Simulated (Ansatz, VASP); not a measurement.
## Pd: VASP beside Ansatz

```
Pd
1.0
    -1.60312    1.60312    1.60312
     1.60312   -1.60312    1.60312
     1.60312    1.60312   -1.60312
Pd
1
Direct
  0.00000 0.00000 0.00000
```

Alike in both runs: task single point; functional r2SCAN; k mesh 12 × 12 × 12; occupations fermi-dirac, width 0.05 eV; no spin polarisation.

|  | VASP | Ansatz |
| --- | --- | --- |
| version | VASP 6.6.1 | Ansatz 0.2.0 |
| potentials or method | VASP PAW PBE potentials, release 64 (Pd_sv_GW) | Ansatz PAW |
| plane-wave cutoff (eV) | 690 | 500 |
| valence electrons in the cell | 18 | 18 |

```csv
,VASP,Ansatz,Ansatz less VASP
gap on the k mesh at the Fermi level (eV),none,none,-
pressure (GPa),-12.8,-12.9,-0.03
```

VASP's potentials were made for PBE, not for r2SCAN. A gap of «none» marks a metal or a gap that the smearing closes. The functional is the same, so the differences come from potentials, cutoffs and numerics.
